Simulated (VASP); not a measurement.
# Nb: single point with PBEsol

Crystal: Nb.

```
Nb
1.0
     3.27499    0.00000    0.00000
     0.00000    3.27499    0.00000
     0.00000    0.00000    3.27499
Nb
2
Direct
  0.00000 0.00000 0.00000
  0.50000 0.50000 0.50000
```

```
Program                : VASP 6.6.1
Task                   : single point
Functional             : PBEsol
Potentials or basis    : VASP PAW PBE potentials, release 64 (Nb_sv)
Cutoff                 : 520 eV
k mesh                 : 7 × 7 × 7
Occupations            : fermi-dirac, width 0.05 eV
Spin                   : no spin polarisation
Dipole correction      : no
Further INCAR settings : ALGO = Normal; EDIFF = 1e-06; NBANDS = 20
```

* Pressure: -0.3 GPa
* Band gap on the k mesh: zero (band 13 reaches 12.83 eV, above the bottom of band 14 at 10.15 eV)

Levels at points of the mesh, in eV from the Fermi level:
| k point | band 9 | band 10 | band 11 | band 12 | band 13 | band 14 | band 15 | band 16 | band 17 | band 18 |
| --- | --- | --- | --- | --- | --- | --- | --- | --- | --- | --- |
| (0.00, 0.00, 0.00) | -6.00 | -3.87 | -3.87 | 0.37 | 0.37 | 0.37 | 3.37 | 3.37 | 5.82 | 5.82 |

It took 7.6 s on 1 thread of Intel(R) Xeon(R) Platinum 8488C (Sapphire Rapids), on a shared host, peak memory 0.14 GiB.

Caveat: the PAW data sets were made with another functional, which shifts forces and pressure a little.
